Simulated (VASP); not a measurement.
# Si (Fd-3m) in VASP: further runs, part 2 of 2

VASP 6.6.1. The steps go on from the part before.

## (3) Single point, LDA

INCAR

```
SYSTEM = Si
ALGO = Normal ; EDIFF = 1E-6
ENCUT = 520 ; ISIF = 2
ISMEAR = 0 ; LASPH = .TRUE.
LCHARG = .TRUE. ; LELF = .TRUE.
LREAL = .FALSE. ; LVHAR = .TRUE.
LWAVE = .FALSE. ; NBANDS = 11
NELM = 80 ; PREC = Accurate
SIGMA = 0.05
```

KPOINTS

```
k-points
0
G
  12 12 12
  0 0 0
```

POSCAR

```
Si
1.0
    0.0000000000      2.7007989409      2.7007989409
    2.7007989409      0.0000000000      2.7007989409
    2.7007989409      2.7007989409      0.0000000000
Si
2
Direct
    0.5000000000      0.5000000000      0.5000000000
    0.7500000000      0.7500000000      0.7500000000
```

Potentials or basis: VASP PAW LDA potentials, release 64 (Si).

Command:

```console
$ cat potpaw_LDA.64/Si/POTCAR > POTCAR
$ mpirun -np 1 vasp_std > vasp.out
```

OUTCAR:

```text
SYSTEM = Si
   EDIFF = 1E-6
   ENCUT = 520
   ISIF = 2
   ISMEAR = 0
   LASPH = .TRUE.
   LREAL = .FALSE.
   NELM = 80
   PREC = Accurate

 ion  position               nearest neighbor table
   1  0.500  0.500  0.500-   2 2.34   2 2.34   2 2.34   2 2.34
   2  0.750  0.750  0.750-   1 2.34   1 2.34   1 2.34   1 2.34

  LATTYP: Found a face centered cubic cell.
 ALAT       =     5.4015978818

  Lattice vectors:

 A1 = (   0.0000000000,   2.7007989409,   2.7007989409)
 A2 = (   2.7007989409,   0.0000000000,   2.7007989409)
 A3 = (   2.7007989409,   2.7007989409,   0.0000000000)

Analysis of symmetry for initial positions (statically):
=====================================================================
 Subroutine PRICEL returns:
 Original cell was already a primitive cell.

 Routine SETGRP: Setting up the symmetry group for a
 face centered cubic supercell.

 Subroutine GETGRP returns: Found 48 space group operations
 (whereof 24 operations were pure point group operations)
 out of a pool of 48 trial point group operations.

The static configuration has the point symmetry T_d .
 The point group associated with its full space group is O_h .

Analysis of symmetry for dynamics (positions and initial velocities):
=====================================================================
 Subroutine PRICEL returns:
 Original cell was already a primitive cell.

 Routine SETGRP: Setting up the symmetry group for a
 face centered cubic supercell.

 Subroutine GETGRP returns: Found 48 space group operations
 (whereof 24 operations were pure point group operations)
 out of a pool of 48 trial point group operations.

The dynamic configuration has the point symmetry T_d .
 The point group associated with its full space group is O_h .

 Subroutine INISYM returns: Found 48 space group operations
 (whereof 24 operations are pure point group operations),
 and found     1 'primitive' translations

----------------------------------------------------------------------------------------

                                     Primitive cell

  volume of cell :      39.4010

  direct lattice vectors                    reciprocal lattice vectors
     0.000000000  2.700798941  2.700798941    -0.185130404  0.185130404  0.185130404
     2.700798941  0.000000000  2.700798941     0.185130404 -0.185130404  0.185130404
     2.700798941  2.700798941  0.000000000     0.185130404  0.185130404 -0.185130404

  length of vectors
     3.819506491  3.819506491  3.819506491     0.320655266  0.320655266  0.320655266

  position of ions in fractional coordinates (direct lattice)
     0.500000000  0.500000000  0.500000000
     0.750000000  0.750000000  0.750000000

  ion indices of the primitive-cell ions
   primitive index   ion index
                 1           1
                 2           2

----------------------------------------------------------------------------------------

 KPOINTS: k-points

Automatic generation of k-mesh.
 Grid dimensions read from file:
 generate k-points for:   12   12   12

 Generating k-lattice:

  Cartesian coordinates                     Fractional coordinates (reciprocal lattice)
    -0.015427534  0.015427534  0.015427534     0.083333333  0.000000000  0.000000000
[... 40 lines left out ...]
 [... further k-points ...]
   k-points           NKPTS =     72   k-points in BZ     NKDIM =     72   number of bands    NBANDS=     11
   number of dos      NEDOS =    301   number of ions     NIONS =      2
   total plane-waves  NPLWV =  21952
   dimension x,y,z NGX =    28 NGY =   28 NGZ =   28
   dimension x,y,z NGXF=    56 NGYF=   56 NGZF=   56
   ions per type =               2
   NGX,Y,Z   is equivalent  to a cutoff of  12.19, 12.19, 12.19 a.u.
   NGXF,Y,Z  is equivalent  to a cutoff of  24.37, 24.37, 24.37 a.u.
 SYSTEM =  Si
   PREC   = accura    normal or accurate (medium, high low for compatibility)
   ISTART =      0    job   : 0-new  1-cont  2-samecut
   ICHARG =      2    charge: 1-file 2-atom 10-const
   ISPIN  =      1    spin polarized calculation?
   LNONCOLLINEAR =      F non collinear calculations
   LSORBIT =      F    spin-orbit coupling
   LASPH  =      T    aspherical Exc in radial PAW
   ENCUT  =  520.0 eV  38.22 Ry    6.18 a.u.   7.10  7.10  7.10*2*pi/ulx,y,z
   NELM   =     80;   NELMIN=  2; NELMDL= -5     # of ELM steps
   EDIFF  = 0.1E-05   stopping-criterion for ELM
   LREAL  =      F    real-space projection
   EDIFFG = 0.1E-04   stopping-criterion for IOM
   NSW    =      0    number of steps for IOM
   IBRION =     -1    ionic relax: 0-MD 1-quasi-New 2-CG
   NFREE  =      0    steps in history (QN), initial steepest desc. (CG)
   ISIF   =      2    stress and relaxation
   ISYM   =      2    0-nonsym 1-usesym 2-fastsym
   POTIM  = 0.5000    time-step for ionic-motion
   TEBEG  =    0.0;   TEEND  =   0.0 temperature during run
   PSTRESS=    0.0 pullay stress
   NELECT =       8.0000    total number of electrons
   NUPDOWN=      -1.0000    fix difference up-down
   EMIN   =  10.00;   EMAX   =-10.00  energy-range for DOS
   EFERMI =   0.00;   METHOD = LEGACY
   ISMEAR =     0;   SIGMA  =   0.05  broadening in eV -4-tet -1-fermi 0-gaus
   EFERMI_NEDOS =   21; number of points for ismear=-14 and -15
   IALGO  =     38    algorithm
   IMIX   =      4    mixing-type and parameters
     AMIX     =   0.40;   BMIX     =  1.00
     AMIX_MAG =   1.60;   BMIX_MAG =  1.00
  volume/ion in A,a.u.               =      19.70       132.95
  Fermi-wavevector in a.u.,A,eV,Ry     =   0.962209  1.818311 12.596892  0.925845
  Thomas-Fermi vector in A             =   2.091648
   LORBIT       =      0    0 simple, 1 ext, 2 COOP (PROOUT), +10 PAW based schemes
   GGA     = CA    functional components
   LHFCALC =     F    Hartree Fock is set to
   AEXX    =    0.0000 exact exchange contribution
   IVDW    =     0    specifies the selected vdW correction
   LEPSILON=     F    determine dielectric tensor
   LRPA    =     F    only Hartree local field effects (RPA)
 non-spin polarized calculation
 Gauss-broadening in eV      SIGMA  =   0.05
  energy-cutoff  :      520.00
  volume of cell :       39.40
 maximum number of plane-waves:      1074
   NGX = 15   NGY = 15   NGZ = 15

 number of electron       8.0000001 magnetization

 Free energy of the ion-electron system (eV)
  ---------------------------------------------------
  ext. energy  EPLUGINS =         0.00000000
  ---------------------------------------------------
  free energy    TOTEN  =       -11.91974180 eV

  energy without entropy =      -11.91974180  energy(sigma->0) =      -11.91974180

 E-fermi :   6.1421     XC(G=0):  -9.6665

 val. band max:        5.9351166534   @ k =   0.0000   0.0000   0.0000
 cond. band min:       6.3768772933   @ k =   0.4167   0.4167   0.0000
 fundamental gap:      0.4417606398
 Fermi energy:         6.1420872804

 k-point     1 :       0.0000    0.0000    0.0000
  band No.  band energies     occupation
      1      -6.1327      2.00000
      2       5.9351      2.00000
      3       5.9351      2.00000
      4       5.9351      2.00000
      5       8.4662      0.00000
      6       8.4662      0.00000
      7       8.4662      0.00000
      8       9.3296      0.00000
      9      13.6713      0.00000
     10      13.6713      0.00000
     11      13.6816      0.00000
[... 309 lines left out ...]
 k-point    24 :      -0.4167    0.1667    0.0000
  band No.  band energies     occupation
      1      -3.4777      2.00000
      2      -0.9103      2.00000
      3       2.8894      2.00000
      4       4.3222      2.00000
      5       8.0437      0.00000
      6       9.9545      0.00000
      7      10.2925      0.00000
      8      13.8695      0.00000
      9      14.4270      0.00000
     10      14.7097      0.00000
     11      17.0332      0.00000

 [... further k-points ...]

------------------------ aborting loop because EDIFF is reached ----------------------------------------

  FORCE on cell =-STRESS in cart. coord.  units (eV):
  Direction    XX          YY          ZZ          XY          YZ          ZX
  --------------------------------------------------------------------------------------
  -------------------------------------------------------------------------------------
  Total        0.0162528      0.0162528      0.0162528      0.0000000      0.0000000     -0.0000000
  in kB        0.6608946      0.6608946      0.6608946      0.0000000      0.0000000     -0.0000000
  external PRESSURE =       0.6608946 kB  Pullay stress =       0.0000000 kB

 VOLUME and BASIS-vectors are now :
 -----------------------------------------------------------------------------
  energy-cutoff  :      520.00
  volume of cell :       39.40
      direct lattice vectors                 reciprocal lattice vectors
     0.000000000  2.700798941  2.700798941    -0.185130404  0.185130404  0.185130404
     2.700798941  0.000000000  2.700798941     0.185130404 -0.185130404  0.185130404
     2.700798941  2.700798941  0.000000000     0.185130404  0.185130404 -0.185130404

 POSITION                                       TOTAL-FORCE (eV/Angst)
 -----------------------------------------------------------------------------------
      2.70080      2.70080      2.70080        -0.000000     -0.000000     -0.000000
      4.05120      4.05120      4.05120         0.000000      0.000000      0.000000
 -----------------------------------------------------------------------------------
    total drift:                                0.000000      0.000000     -0.000000

  FREE ENERGIE OF THE ION-ELECTRON SYSTEM (eV)
  ---------------------------------------------------
  free  energy   TOTEN  =       -11.9197417951 eV

  energy  without entropy=      -11.9197417951  energy(sigma->0) =      -11.91974180
```

OSZICAR:

```text
N       E                     dE             d eps       ncg     rms          rms(c)
DAV:   1     0.805485747330E+01    0.80549E+01   -0.33886E+03  1584   0.594E+02
DAV:   2    -0.115717065588E+02   -0.19627E+02   -0.18825E+02  2122   0.875E+01
DAV:   3    -0.121868662949E+02   -0.61516E+00   -0.61377E+00  2069   0.139E+01
DAV:   4    -0.121913536112E+02   -0.44873E-02   -0.44866E-02  1912   0.147E+00
DAV:   5    -0.121913947785E+02   -0.41167E-04   -0.41167E-04  2020   0.131E-01    0.511E+00
DAV:   6    -0.120040672371E+02    0.18733E+00   -0.10923E-01  1799   0.131E+00    0.306E+00
DAV:   7    -0.119195861844E+02    0.84481E-01   -0.19272E-01  1822   0.179E+00    0.243E-01
DAV:   8    -0.119197623639E+02   -0.17618E-03   -0.80959E-03  1821   0.492E-01    0.830E-02
DAV:   9    -0.119197367658E+02    0.25598E-04   -0.21716E-04  1944   0.792E-02    0.632E-02
DAV:  10    -0.119197419644E+02   -0.51986E-05   -0.16168E-05  1837   0.235E-02    0.278E-02
DAV:  11    -0.119197417951E+02    0.16929E-06   -0.94328E-07  1279   0.520E-03
   1 F= -.11919742E+02 E0= -.11919742E+02  d E =-.179792E-11
```

Run time: 20 s. Hardware: 1 thread of AMD EPYC 7R43 (Zen 3), shared host; peak memory 0.1 GiB.

Results:

| Quantity | Value |
| --- | --- |
| Free energy | -11.9197 eV |
| Pressure | 0.1 GPa |
| Band gap on the k mesh | 0.44 eV, indirect (least direct gap 2.53 eV) |

A k mesh can miss the band edges.

## (4) Single point, LDA

INCAR

```
SYSTEM = Si
PREC = Accurate ; ENCUT = 520
EDIFF = 1E-6 ; ISMEAR = 0
SIGMA = 0.05 ; LREAL = .False.
LASPH = .True. ; NELM = 80
ALGO = Normal ; ISIF = 2
LWAVE = .False. ; LCHARG = .False.
GGA = CA ; NBANDS = 11
```

KPOINTS

```
Automatic mesh
0
Gamma
  12 12 12
  0 0 0
```

POSCAR is that of step 3.

Command:

```console
$ cat potpaw_LDA.64/Si/POTCAR > POTCAR
$ mpirun -np 1 vasp_std > vasp.out
```

Run time: 18 s. Hardware: 1 thread of AMD EPYC 7R43 (Zen 3), shared host; peak memory 0.11 GiB.

It converged, with:

| Property | Result |
| --- | --- |
| Free energy | -11.9197 eV |
| Pressure | 0.1 GPa |
| Band gap on the k mesh | 0.44 eV, indirect (least direct gap 2.53 eV) |

Levels at points of the mesh, in eV from the valence-band top:
```
           k point  band 1  band 2  band 3  band 4  band 5  band 6  band 7  band 8  band 9
(0.00, 0.00, 0.00)  -12.07    0.00    0.00    0.00    2.53    2.53    2.53    3.39    7.74
(0.50, 0.00, 0.00)   -9.69   -7.07   -1.21   -1.21    1.49    3.29    3.29    7.54   10.56
(0.50, 0.50, 0.00)   -7.87   -7.87   -2.89   -2.89    0.57    0.57   10.12   10.12   10.97
```

## (5) Relaxation of cell and atoms, LDA

INCAR

```
  ALGO = Normal
  EDIFF = 1E-7
  EDIFFG = -0.005
  ENCUT = 600
  GGA = CA
  IBRION = 2
  ISIF = 3
  ISMEAR = 0
  LASPH = True
  LCHARG = False
  LREAL = False
  LWAVE = False
  NELM = 80
  NSW = 100
  PREC = Accurate
  SIGMA = 0.02
```

KPOINTS

```
k-points
0
Gamma
  12 12 12
```

POSCAR is that of step 4.

Command:

```console
$ cat potpaw_LDA.64/Si/POTCAR > POTCAR
$ mpirun -np 1 vasp_std > vasp.out
```

Run time: 38 s. Hardware: 1 thread of AMD EPYC 7R43 (Zen 3), shared host; peak memory 0.13 GiB.

The run converged. Its results:

- Free energy: -11.9199 eV
- Relaxed volume: 19.72 Å³/atom
- Relaxed cell: a = 3.820 Å, b = 3.820 Å, c = 3.820 Å, α = 60.00°, β = 60.00°, γ = 60.00°
- Space group after relaxing (to 0.05 Å): Fd-3m (No. 227)
- Energy gained by relaxing: 0.0 meV/atom
- Ionic steps: 3
- Pressure after relaxing: 0.0 GPa
- Band gap on the k mesh: 0.44 eV, indirect (least direct gap 2.53 eV)

Final structure:
```cif
data_structure
_symmetry_space_group_name_H-M 'P 1'
_symmetry_Int_Tables_number 1
_cell_length_a 3.8205
_cell_length_b 3.8205
_cell_length_c 3.8205
_cell_angle_alpha 60.000
_cell_angle_beta 60.000
_cell_angle_gamma 60.000
_cell_volume 39.43
loop_
_atom_site_label
_atom_site_type_symbol
_atom_site_fract_x
_atom_site_fract_y
_atom_site_fract_z
_atom_site_occupancy
Si1 Si 0.50000 0.50000 0.50000 1
Si2 Si 0.75000 0.75000 0.75000 1
```

Levels at points of the mesh, in eV from the valence-band top:
| k point | band 2 | band 3 | band 4 | band 5 | band 6 | band 7 |
| --- | --- | --- | --- | --- | --- | --- |
| (0.00, 0.00, 0.00) | 0.00 | 0.00 | 0.00 | 2.53 | 2.53 | 2.53 |
| (0.50, 0.00, 0.00) | -7.06 | -1.21 | -1.21 | 1.48 | 3.29 | 3.29 |
| (0.50, 0.50, 0.00) | -7.86 | -2.89 | -2.89 | 0.58 | 0.58 | 10.11 |

A k mesh can miss the band edges.

## (6) Single point, LDA

INCAR

```
ALGO = Normal
EDIFF = 1E-6
ENCUT = 500
GGA_COMPAT = False
ISIF = 2
ISMEAR = 0
LASPH = True
LCHARG = True
LELF = True
LREAL = False
LVHAR = True
LWAVE = False
NBANDS = 11
NELM = 120
PREC = Accurate
SIGMA = 0.02
```

KPOINTS

```
k-points
0
Gamma
  10 10 10
```

POSCAR is that of step 5.

Potentials or basis: VASP PAW LDA potentials, release 64 (Si).

Command:

```console
$ cat potpaw_LDA.64/Si/POTCAR > POTCAR
$ mpirun -np 1 vasp_std > vasp.out
```

It took 9.6 s on 1 thread of Intel Xeon Platinum 8488C (Sapphire Rapids), shared host; peak memory 0.13 GiB.

Results (log left out):

* Free energy: -11.9190 eV
* Pressure: 0.1 GPa
* Band gap on the k mesh: 0.45 eV, indirect (least direct gap 2.53 eV)

Levels at points of the mesh, in eV from the valence-band top:
| k point | band 2 | band 3 | band 4 | band 5 | band 6 | band 7 |
| --- | --- | --- | --- | --- | --- | --- |
| (0.00, 0.00, 0.00) | 0.00 | 0.00 | 0.00 | 2.53 | 2.53 | 2.53 |
| (0.50, 0.00, 0.00) | -7.07 | -1.21 | -1.21 | 1.49 | 3.29 | 3.29 |
| (0.50, 0.50, 0.00) | -7.87 | -2.90 | -2.90 | 0.57 | 0.57 | 10.12 |

A k mesh can miss the band edges.

## (7) Overview

| task | cell | k mesh | cutoff (eV) | smearing | gap on the mesh (eV) | pressure (GPa) |
| --- | --- | --- | --- | --- | --- | --- |
| single point | a = 3.820 Å, angles 60.0°, 2 atoms | 12 × 12 × 12 | 520 | gaussian 0.02 eV | 0.44 | 0.1 |
| single point | a = 3.820 Å, angles 60.0°, 2 atoms | 12 × 12 × 12 | 520 | gaussian 0.05 eV | 0.44 | 0.1 |
| relaxation of cell and atoms | relaxed from a = 3.820 Å, angles 60.0°, 2 atoms | 12 × 12 × 12 | 600 | gaussian 0.02 eV | 0.44 | 0.0 |
| single point | a = 3.820 Å, angles 60.0°, 2 atoms | 10 × 10 × 10 | 500 | gaussian 0.02 eV | 0.45 | 0.1 |

Alike in all rows: level LDA; potentials or basis VASP PAW LDA potentials, release 64 (Si); no spin polarisation.

On the cell as given the gap runs from 0.44 eV (LDA) to 0.45 eV (LDA); the meshes differ, which moves gaps too.

Absolute energies hang on the potentials; compare differences alone.
